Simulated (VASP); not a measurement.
Runs of VASP 6.6.1 on CuI. The structure is cubic, space group F-43m (No. 216). The conventional cell has a = 6.024 Å, b = 6.024 Å, c = 6.024 Å, α = 90.00°, β = 90.00°, γ = 90.00°. Within 3.4 Å of Cu (site symmetry -43m) lie 4 I at 2.61 Å. Within 3.4 Å of I (site symmetry -43m) lie 4 Cu at 2.61 Å. 

| level | share of exact exchange | screening parameter | gap on the mesh (eV) | pressure (GPa) |
| --- | --- | --- | --- | --- |
| PBE-based global hybrid with 35 % exact exchange | 0.35 | - | 4.22 | 1.2 |
| PBE-based global hybrid with 30 % exact exchange | 0.3 | - | 3.78 | (b) |
| PBE-based screened hybrid with 35 % exact exchange | 0.35 | 0.2078 1/Å | 3.21 | (a) |
| PBE-based global hybrid with 40 % exact exchange | 0.4 | - | 4.65 | 1.2 |

Alike in all rows: task single point; potentials or basis VASP PAW PBE potentials, release 64 (Cu, I); no spin polarisation; cell as given; k mesh 4 × 4 × 4; cutoff (eV) 520; smearing gaussian 0.01 eV.

Task: Fill in the values left out.

Result: (a) 1.6; (b) 1.3.

Caveats: all runs use coarse meshes; the PAW data sets were made with another functional, which shifts forces and pressure a little; spin-orbit coupling is left out, which moves the levels of the heavy elements.

A k mesh can miss the band edges, and the runs leave out spin-orbit coupling on I.
